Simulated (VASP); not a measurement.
Input of a VASP 6.6.1 run:

The input INCAR:

```
  ALGO = Normal
  EDIFF = 1E-7
  ENCUT = 520
  GGA = PE
  ISIF = 2
  ISMEAR = 0
  LASPH = T
  LCHARG = F
  LREAL = F
  LWAVE = F
  NBANDS = 29
  NELM = 100
  PREC = Accurate
  SIGMA = 0.2
```

The input KPOINTS:

```
k-points
0
Gamma
  12 12 2
```

The input POSCAR:

```
B2C3
1.0
    2.6028908429      0.0000000000      0.0000000000
   -1.3014454214      2.2541695932      0.0000000000
    0.0000000000      0.0000000000     10.4608518112
B C
4 6
Direct
    0.6666666667      0.3333333333      0.4262603843
    0.6666666667      0.3333333333      0.9262603843
    0.3333333333      0.6666666667      0.0737396157
    0.3333333333      0.6666666667      0.5737396157
    0.6666666667      0.3333333333      0.2744451295
    0.6666666667      0.3333333333      0.7744451295
    0.3333333333      0.6666666667      0.2255548705
    0.3333333333      0.6666666667      0.7255548705
    0.0000000000      0.0000000000      0.5000000000
    0.0000000000      0.0000000000      0.0000000000
```

Potentials or basis: VASP PAW PBE potentials, release 64 (B, C).

Run with:

```console
$ cat potpaw_PBE.64/B/POTCAR potpaw_PBE.64/C/POTCAR > POTCAR
$ mpirun -np 1 vasp_std > vasp.out
```

Task: Estimate the largest force.

Result: 0.011 eV/Å.

Task: Estimate the pressure.

Result: 0.2 GPa.

Forces on the atoms (eV/Å):
```
B    0.000  0.000  0.011
B    0.000  0.000  0.011
B    0.000  0.000 -0.011
B    0.000  0.000 -0.011
C    0.000  0.000 -0.011
C    0.000  0.000 -0.011
C    0.000  0.000  0.011
C    0.000  0.000  0.011
C    0.000  0.000  0.000
C    0.000  0.000  0.000
```
